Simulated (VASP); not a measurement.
# CdSe (I-4m2) in VASP: further runs

The runs below take CdSe through relaxation of the atoms, with PBEsol.

All numbers are computed with VASP 6.6.1; they aren't measurements. Logs are shortened: lines on timing, memory, paths and dates and some standing lists are left out, and cuts for length are marked.

### Step 1. The cell of the first run

It takes space group I-4m2 (No. 119, tetragonal). Conventional cell: a = 4.172 Å, b = 4.172 Å, c = 6.336 Å, α = 90.00°, β = 90.00°, γ = 90.00°. Cd (site symmetry -4m2) has 4 Se at 2.62 Å within 3.5 Å. Se (site symmetry -4m2) has 4 Cd at 2.62 Å within 3.5 Å.

### Step 2. Relaxation of the atoms, PBEsol (strained cell)

Input file INCAR:

```
  PREC = Accurate
  ENCUT = 450
  EDIFF = 1E-7
  ISMEAR = 0
  SIGMA = 0.02
  LREAL = False
  LASPH = True
  NELM = 120
  ALGO = Normal
  ISIF = 2
  LWAVE = False
  LCHARG = False
  GGA = PS
  IBRION = 2
  NSW = 60
  EDIFFG = -0.002
  GGA_COMPAT = False
  NELMIN = 4
```

Input file KPOINTS:

```
Automatic mesh
0
Gamma
  8 8 8
```

Input file POSCAR:

```
CdSe
1.0
    0.0000000000      2.9498409621      3.1680124167
    2.9498409621      0.0000000000      3.1680124167
    2.9498409621      2.9498409621      0.0000000000
Cd Se
1 1
Direct
    0.0000000000      0.0000000000      0.0000000000
    0.2500000000      0.2500000000      0.2500000000
```

Potentials or basis: VASP PAW PBE potentials, release 64 (Cd, Se).

Command:

```
> cat potpaw_PBE.64/Cd/POTCAR potpaw_PBE.64/Se/POTCAR > POTCAR
> mpirun -np 1 vasp_std > vasp.out
```

OUTCAR:

```text
PREC = Accurate
   ENCUT = 450
   EDIFF = 1E-7
   ISMEAR = 0
   LREAL = False
   LASPH = True
   NELM = 120
   ISIF = 2
   GGA = PS
   IBRION = 2
   NSW = 60
   EDIFFG = -0.002
   NELMIN = 4

 ion  position               nearest neighbor table
   1  0.000  0.000  0.000-   2 2.62   2 2.62   2 2.62   2 2.62
   2  0.250  0.250  0.250-   1 2.62   1 2.62   1 2.62   1 2.62

  LATTYP: Found a body centered tetragonal cell.
 ALAT       =     4.1717050954
 C/A-ratio  =     1.5188093809

  Lattice vectors:

 A1 = (  -2.9498409621,   0.0000000000,   3.1680124167)
 A2 = (   2.9498409621,   0.0000000000,   3.1680124167)
 A3 = (   0.0000000000,   2.9498409621,  -3.1680124167)

Analysis of symmetry for initial positions (statically):
=====================================================================
 Subroutine PRICEL returns:
 Original cell was already a primitive cell.

 Routine SETGRP: Setting up the symmetry group for a
 body centered tetragonal supercell.

 Subroutine GETGRP returns: Found  8 space group operations
 (whereof  8 operations were pure point group operations)
 out of a pool of 16 trial point group operations.

The static configuration has the point symmetry D_2d.

Analysis of symmetry for dynamics (positions and initial velocities):
=====================================================================
 Subroutine PRICEL returns:
 Original cell was already a primitive cell.

 Routine SETGRP: Setting up the symmetry group for a
 body centered tetragonal supercell.

 Subroutine GETGRP returns: Found  8 space group operations
 (whereof  8 operations were pure point group operations)
 out of a pool of 16 trial point group operations.

The dynamic configuration has the point symmetry D_2d.

 Subroutine INISYM returns: Found  8 space group operations
 (whereof  8 operations are pure point group operations),
 and found     1 'primitive' translations

----------------------------------------------------------------------------------------

                                     Primitive cell

  volume of cell :      55.1333

  direct lattice vectors                    reciprocal lattice vectors
     0.000000000  2.949840962  3.168012417    -0.169500663  0.169500663  0.157827664
     2.949840962  0.000000000  3.168012417     0.169500663 -0.169500663  0.157827664
     2.949840962  2.949840962  0.000000000     0.169500663  0.169500663 -0.157827664

  length of vectors
     4.328725491  4.328725491  4.171705095     0.287002650  0.287002650  0.287002650

  position of ions in fractional coordinates (direct lattice)
     0.000000000  0.000000000  0.000000000
     0.250000000  0.250000000  0.250000000

  ion indices of the primitive-cell ions
   primitive index   ion index
                 1           1
                 2           2

----------------------------------------------------------------------------------------

 KPOINTS: Automatic mesh

Automatic generation of k-mesh.
 Grid dimensions read from file:
 generate k-points for:    8    8    8

 Generating k-lattice:

  Cartesian coordinates                     Fractional coordinates (reciprocal lattice)
    -0.021187583  0.021187583  0.019728458     0.125000000  0.000000000  0.000000000
     0.021187583 -0.021187583  0.019728458     0.000000000  0.125000000  0.000000000
     0.021187583  0.021187583 -0.019728458    -0.000000000 -0.000000000  0.125000000

  Length of vectors
     0.035875331  0.035875331  0.035875331

  Shift w.r.t. Gamma in fractional coordinates (k-lattice)
     0.000000000  0.000000000  0.000000000

 Subroutine IBZKPT returns following result:
 ===========================================

 Found     59 irreducible k-points:

 Following reciprocal coordinates:
            Coordinates               Weight
  0.000000  0.000000  0.000000      1.000000
  0.125000  0.000000  0.000000      8.000000
  0.250000  0.000000  0.000000      8.000000
  0.375000  0.000000  0.000000      8.000000
  0.500000  0.000000  0.000000      4.000000
  0.125000  0.125000  0.000000      2.000000
[... 16 lines left out ...]
  0.250000  0.000000  0.125000     16.000000
  0.375000  0.000000  0.125000     16.000000
 [... further k-points ...]
   k-points           NKPTS =     59   k-points in BZ     NKDIM =     59   number of bands    NBANDS=     13
   number of dos      NEDOS =    301   number of ions     NIONS =      2
   total plane-waves  NPLWV =  27000
   dimension x,y,z NGX =    30 NGY =   30 NGZ =   30
   dimension x,y,z NGXF=    60 NGYF=   60 NGZF=   60
   ions per type =               1   1
   NGX,Y,Z   is equivalent  to a cutoff of  11.52, 11.52, 11.96 a.u.
   NGXF,Y,Z  is equivalent  to a cutoff of  23.04, 23.04, 23.91 a.u.
 SYSTEM =  unknown system
   PREC   = accura    normal or accurate (medium, high low for compatibility)
   ISTART =      0    job   : 0-new  1-cont  2-samecut
   ICHARG =      2    charge: 1-file 2-atom 10-const
   ISPIN  =      1    spin polarized calculation?
   LNONCOLLINEAR =      F non collinear calculations
   LSORBIT =      F    spin-orbit coupling
   LASPH  =      T    aspherical Exc in radial PAW
   ENCUT  =  450.0 eV  33.07 Ry    5.75 a.u.   7.49  7.49  7.22*2*pi/ulx,y,z
   NELM   =    120;   NELMIN=  4; NELMDL= -5     # of ELM steps
   EDIFF  = 0.1E-06   stopping-criterion for ELM
   LREAL  =      F    real-space projection
   EDIFFG = -.2E-02   stopping-criterion for IOM
   NSW    =     60    number of steps for IOM
   IBRION =      2    ionic relax: 0-MD 1-quasi-New 2-CG
   NFREE  =      1    steps in history (QN), initial steepest desc. (CG)
   ISIF   =      2    stress and relaxation
   ISYM   =      2    0-nonsym 1-usesym 2-fastsym
   POTIM  = 0.5000    time-step for ionic-motion
   TEBEG  =    0.0;   TEEND  =   0.0 temperature during run
   PSTRESS=    0.0 pullay stress
   NELECT =      18.0000    total number of electrons
   NUPDOWN=      -1.0000    fix difference up-down
   EMIN   =  10.00;   EMAX   =-10.00  energy-range for DOS
   EFERMI =   0.00;   METHOD = LEGACY
   ISMEAR =     0;   SIGMA  =   0.02  broadening in eV -4-tet -1-fermi 0-gaus
   EFERMI_NEDOS =   21; number of points for ismear=-14 and -15
   IALGO  =     38    algorithm
   IMIX   =      4    mixing-type and parameters
     AMIX     =   0.40;   BMIX     =  1.00
     AMIX_MAG =   1.60;   BMIX_MAG =  1.00
  volume/ion in A,a.u.               =      27.57       186.03
  Fermi-wavevector in a.u.,A,eV,Ry     =   1.127269  2.130230 17.289411  1.270736
  Thomas-Fermi vector in A             =   2.263955
   LORBIT       =      0    0 simple, 1 ext, 2 COOP (PROOUT), +10 PAW based schemes
   GGA     = PS    functional components
   LHFCALC =     F    Hartree Fock is set to
   AEXX    =    0.0000 exact exchange contribution
   IVDW    =     0    specifies the selected vdW correction
   LEPSILON=     F    determine dielectric tensor
   LRPA    =     F    only Hartree local field effects (RPA)
 conjugate gradient relaxation of ions
 non-spin polarized calculation
 Gauss-broadening in eV      SIGMA  =   0.02
  energy-cutoff  :      450.00
  volume of cell :       55.13
 maximum number of plane-waves:      1216
 NGX is ok and might be reduce to    30
   NGX = 15   NGY = 15   NGZ = 15

 number of electron      18.0000003 magnetization

 Free energy of the ion-electron system (eV)
  ---------------------------------------------------
  ext. energy  EPLUGINS =         0.00000000
  ---------------------------------------------------
  free energy    TOTEN  =        -6.15979961 eV

  energy without entropy =       -6.15979961  energy(sigma->0) =       -6.15979961

 E-fermi :   1.2000     XC(G=0):  -9.1961

 val. band max:        1.0537891820   @ k =   0.0000   0.0000   0.0000
 cond. band min:       1.4771686130   @ k =   0.0000   0.0000   0.0000
 fundamental gap:      0.4233794309
 Fermi energy:         1.2000392384

 k-point     1 :       0.0000    0.0000    0.0000
  band No.  band energies     occupation
      1     -11.7574      2.00000
      2      -7.0314      2.00000
      3      -6.9951      2.00000
      4      -6.9951      2.00000
      5      -6.6210      2.00000
      6      -6.5981      2.00000
      7       0.7903      2.00000
      8       1.0538      2.00000
      9       1.0538      2.00000
     10       1.4772      0.00000
     11       6.8527      0.00000
     12       6.8527      0.00000
     13       6.8602      0.00000

 k-point     2 :       0.1250    0.0000    0.0000
  band No.  band energies     occupation
      1     -11.6996      2.00000
      2      -7.0071      2.00000
      3      -6.9767      2.00000
      4      -6.9552      2.00000
      5      -6.6191      2.00000
      6      -6.6014      2.00000
      7      -0.3083      2.00000
      8       0.7391      2.00000
      9       0.9365      2.00000
     10       2.5223      0.00000
     11       6.5725      0.00000
     12       7.0841      0.00000
     13       7.0870      0.00000

 k-point     3 :       0.2500    0.0000    0.0000
  band No.  band energies     occupation
      1     -11.5581      2.00000
      2      -6.9652      2.00000
      3      -6.9353      2.00000
      4      -6.7983      2.00000
      5      -6.6058      2.00000
      6      -6.6052      2.00000
      7      -1.7948      2.00000
      8       0.4171      2.00000
      9       0.6789      2.00000
     10       3.1969      0.00000
     11       6.7071      0.00000
     12       7.4126      0.00000
     13       7.5031      0.00000

 k-point     4 :       0.3750    0.0000    0.0000
  band No.  band energies     occupation
      1     -11.4145      2.00000
      2      -6.9364      2.00000
      3      -6.9009      2.00000
      4      -6.6002      2.00000
      5      -6.5988      2.00000
      6      -6.4936      2.00000
      7      -3.0380      2.00000
      8       0.1290      2.00000
      9       0.4482      2.00000
     10       3.2719      0.00000
     11       7.1297      0.00000
     12       7.6388      0.00000
     13       7.8990      0.00000

 k-point     5 :       0.5000    0.0000    0.0000
  band No.  band energies     occupation
      1     -11.3546      2.00000
      2      -6.9279      2.00000
      3      -6.8893      2.00000
      4      -6.5949      2.00000
      5      -6.5777      2.00000
      6      -6.3043      2.00000
      7      -3.5825      2.00000
      8       0.0164      2.00000
      9       0.3586      2.00000
     10       3.2366      0.00000
     11       7.1422      0.00000
     12       7.6156      0.00000
     13       8.3270      0.00000
[... 257 lines left out ...]
 k-point    22 :       0.1250    0.0000    0.1250
  band No.  band energies     occupation
      1     -11.6775      2.00000
      2      -6.9960      2.00000
      3      -6.9593      2.00000
      4      -6.9576      2.00000
      5      -6.6164      2.00000
      6      -6.6027      2.00000
      7      -0.2712      2.00000
      8       0.4507      2.00000
      9       0.6711      2.00000
     10       2.9378      0.00000
     11       6.0724      0.00000
     12       7.1496      0.00000
     13       7.5344      0.00000

 k-point    23 :       0.2500    0.0000    0.1250
  band No.  band energies     occupation
      1     -11.5623      2.00000
      2      -6.9580      2.00000
      3      -6.9237      2.00000
      4      -6.8494      2.00000
      5      -6.6153      2.00000
      6      -6.5910      2.00000
      7      -1.3992      2.00000
      8       0.1603      2.00000
      9       0.3811      2.00000
     10       3.6834      0.00000
     11       5.8210      0.00000
     12       7.4628      0.00000
     13       7.9834      0.00000

 k-point    24 :       0.3750    0.0000    0.1250
  band No.  band energies     occupation
      1     -11.4198      2.00000
      2      -6.9247      2.00000
      3      -6.8867      2.00000
      4      -6.6832      2.00000
      5      -6.5888      2.00000
      6      -6.5080      2.00000
      7      -2.6394      2.00000
      8      -0.1344      2.00000
      9       0.0862      2.00000
     10       3.9099      0.00000
     11       6.4674      0.00000
     12       7.4689      0.00000
     13       7.9932      0.00000

 [... further k-points ...]

------------------------ aborting loop because EDIFF is reached ----------------------------------------

  FORCE on cell =-STRESS in cart. coord.  units (eV):
  Direction    XX          YY          ZZ          XY          YZ          ZX
  --------------------------------------------------------------------------------------
  -------------------------------------------------------------------------------------
  Total        0.5680232      0.5680232      0.0964651      0.0000000     -0.0000000      0.0000000
  in kB       16.5067879     16.5067879      2.8032814      0.0000000     -0.0000000      0.0000000
  external PRESSURE =      11.9389524 kB  Pullay stress =       0.0000000 kB

 VOLUME and BASIS-vectors are now :
 -----------------------------------------------------------------------------
  energy-cutoff  :      450.00
  volume of cell :       55.13
      direct lattice vectors                 reciprocal lattice vectors
     0.000000000  2.949840962  3.168012417    -0.169500663  0.169500663  0.157827664
     2.949840962  0.000000000  3.168012417     0.169500663 -0.169500663  0.157827664
     2.949840962  2.949840962  0.000000000     0.169500663  0.169500663 -0.157827664

 POSITION                                       TOTAL-FORCE (eV/Angst)
 -----------------------------------------------------------------------------------
      0.00000      0.00000      0.00000        -0.000000     -0.000000     -0.000000
      1.47492      1.47492      1.58401         0.000000      0.000000      0.000000
 -----------------------------------------------------------------------------------
    total drift:                                0.000000      0.000000     -0.000001

  FREE ENERGIE OF THE ION-ELECTRON SYSTEM (eV)
  ---------------------------------------------------
  free  energy   TOTEN  =        -6.1597996076 eV

  energy  without entropy=       -6.1597996076  energy(sigma->0) =       -6.15979961

 reached required accuracy - stopping structural energy minimisation
```

Run time: 31 s. Hardware: 1 thread of Oxide Virtual Turin-like, shared host; peak memory 0.16 GiB.

Results:

```
Free energy             : -6.1598 eV
Pressure after relaxing : 1.2 GPa
Band gap on the k mesh  : 0.42 eV
```

Stress tensor (GPa, compression positive):
```
1.65 0.00 0.00
0.00 1.65 0.00
0.00 0.00 0.28
```

Final structure:
```
Cd Se
1.0
     0.00000    2.94984    3.16801
     2.94984    0.00000    3.16801
     2.94984    2.94984    0.00000
Cd Se
1 1
Direct
  0.00000 0.00000 0.00000
  0.25000 0.25000 0.25000
```

Caveat: the cell differs from its parent crystal (strained cell); semilocal functionals underestimate gaps, and a narrow one can read as zero; the PAW data sets were made with another functional, which shifts forces and pressure a little.

### Step 3. Relaxation of the atoms, PBEsol (strained cell)

Input file INCAR:

```
SYSTEM = CdSe
PREC     = Accurate       ! precision mode
ENCUT    = 450            ! plane-wave cutoff, eV
EDIFF    = 1E-7           ! SCF threshold, eV
ISMEAR   = 0              ! smearing method
SIGMA    = 0.02           ! smearing width, eV
LREAL    = .FALSE.        ! projectors in reciprocal space
LASPH    = .TRUE.         ! aspherical terms in the spheres
NELM     = 120            ! most SCF steps
ALGO     = Normal         ! electronic algorithm
ISIF     = 2              ! what is computed and relaxed
LWAVE    = .FALSE.        ! write WAVECAR
LCHARG   = .FALSE.        ! write CHGCAR
GGA      = PS             ! functional
IBRION   = 2              ! ionic algorithm
NSW      = 60             ! ionic steps
EDIFFG   = -0.002         ! ionic threshold
GGA_COMPAT= .FALSE.      
NELMIN   = 4
```

Input file KPOINTS:

```
regular mesh
0
G
  8 8 8
  0 0 0
```

Input file POSCAR:

```
CdSe
1.0
    0.0000000000      2.9498409621      3.1690168315
    2.9498409621      0.0000000000      3.1690168315
    2.9498409621      2.9498409621      0.0000000000
Cd Se
1 1
Direct
    0.0000000000      0.0000000000      0.0000000000
    0.2500000000      0.2500000000      0.2500000000
```

Potentials or basis: VASP PAW PBE potentials, release 64 (Cd, Se).

Command:

```
> cat potpaw_PBE.64/Cd/POTCAR potpaw_PBE.64/Se/POTCAR > POTCAR
> mpirun -np 1 vasp_std > vasp.out
```

It took 32 s on 1 thread of Oxide Virtual Turin-like, shared host; peak memory 0.16 GiB.

It converged, with:

* Free energy: -6.1598 eV
* Pressure after relaxing: 1.2 GPa
* Band gap on the k mesh: 0.42 eV

Stress tensor (GPa, compression positive):
```
1.63 0.00 0.00
0.00 1.63 0.00
0.00 0.00 0.25
```

Final structure:
```xyz
2
Lattice="0.0000 2.9498 3.1690 2.9498 0.0000 3.1690 2.9498 2.9498 0.0000" Properties=species:S:1:pos:R:3 pbc="T T T"
Cd    0.0000    0.0000    0.0000
Se    1.4749    1.4749    1.5845
```

Levels at points of the mesh, in eV from the valence-band top:
```csv
k point,band 7,band 8,band 9,band 10,band 11,band 12
"(0.00, 0.00, 0.00)",-0.26,0.00,0.00,0.42,5.80,5.80
"(0.50, 0.00, 0.00)",-4.63,-1.04,-0.69,2.18,6.09,6.56
"(0.50, 0.50, 0.00)",-4.57,-1.81,-1.81,3.06,4.01,8.54
"(0.50, 0.00, 0.50)",-4.15,-2.17,-2.06,2.81,3.41,9.18
```

Caveat: the cell differs from its parent crystal (strained cell); semilocal functionals underestimate gaps, and a narrow one can read as zero; the PAW data sets were made with another functional, which shifts forces and pressure a little.
